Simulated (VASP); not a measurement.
Here is a VASP 6.6.1 calculation.

The input INCAR:

```
PREC = Accurate
ENCUT = 600
EDIFF = 1E-6
ISMEAR = -1
SIGMA = 0.05
LREAL = F
LASPH = T
NELM = 80
ALGO = Normal
ISIF = 3
LWAVE = F
LCHARG = F
IBRION = 2
NSW = 60
EDIFFG = -0.005
```

The input KPOINTS:

```
Automatic mesh
0
Gamma
  12 12 12
```

File POSCAR:

```
HgTe
1.0
    0.0000000000      2.9783528050      2.9783528050
    2.9783528050      0.0000000000      2.9783528050
    2.9783528050      2.9783528050      0.0000000000
Hg Te
1 1
Direct
    0.0000000000      0.0000000000      0.0000000000
    0.5000000000      0.5000000000      0.5000000000
```

Potentials or basis: VASP PAW LDA potentials, release 64 (Hg, Te).

Run with:

```console
$ cat potpaw_LDA.64/Hg/POTCAR potpaw_LDA.64/Te/POTCAR > POTCAR
$ mpirun -np 1 vasp_std > vasp.out
```

Q: Predict the space group after relaxing (to 0.05 Å).

A: Fm-3m (No. 225).

Q: Estimate the relaxed cell.

A: a = 4.214 Å, b = 4.214 Å, c = 4.214 Å, α = 60.00°, β = 60.00°, γ = 60.00°.

Final structure:
```
Hg Te
1.0
     0.00000    2.97943    2.97943
     2.97943    0.00000    2.97943
     2.97943    2.97943    0.00000
Hg Te
1 1
Direct
  0.00000 0.00000 0.00000
  0.50000 0.50000 0.50000
```
